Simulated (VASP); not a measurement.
Set up this calculation in VASP 6.6.1, as the native input.

```yaml
Task: single point
Functional: PBE
Potentials_or_basis: VASP PAW PBE potentials, release 64 (Mg)
Cutoff: 520 eV
k_mesh: 16 × 16 × 16
Occupations: gaussian, width 0.1 eV
Spin: no spin polarisation
Dipole_correction: no
Further_INCAR_settings: ALGO = Normal; EDIFF = 1e-06; NBANDS = 7
```

The structure of Mg lies in POSCAR:

```
Mg
1.0
   -1.7533166985      1.7533166985      1.7533166985
    1.7533166985     -1.7533166985      1.7533166985
    1.7533166985      1.7533166985     -1.7533166985
Mg
1
Direct
    0.0000000000      0.0000000000      0.0000000000
```

This isn't the form of Mg at room conditions, which is hcp.

The input as run:

INCAR

```
PREC = Accurate
ENCUT = 520
EDIFF = 1E-6
ISMEAR = 0
SIGMA = 0.1
LREAL = F
LASPH = T
NELM = 80
ALGO = Normal
ISIF = 2
LWAVE = F
LCHARG = F
GGA = PE
NBANDS = 7
```

KPOINTS

```
Automatic mesh
0
Gamma
  16 16 16
```

Potentials or basis: VASP PAW PBE potentials, release 64 (Mg).

Command:

```console
$ cat potpaw_PBE.64/Mg/POTCAR > POTCAR
$ mpirun -np 1 vasp_std > vasp.out
```

Results of the run:

- Pressure: 2.3 GPa
- Band gap on the k mesh: zero (bands 1 and 2 overlap by 4.92 eV)

Run time: 15 s on 1 thread of Intel Xeon 8259CL, with other jobs on the host, peak memory 0.15 GiB.
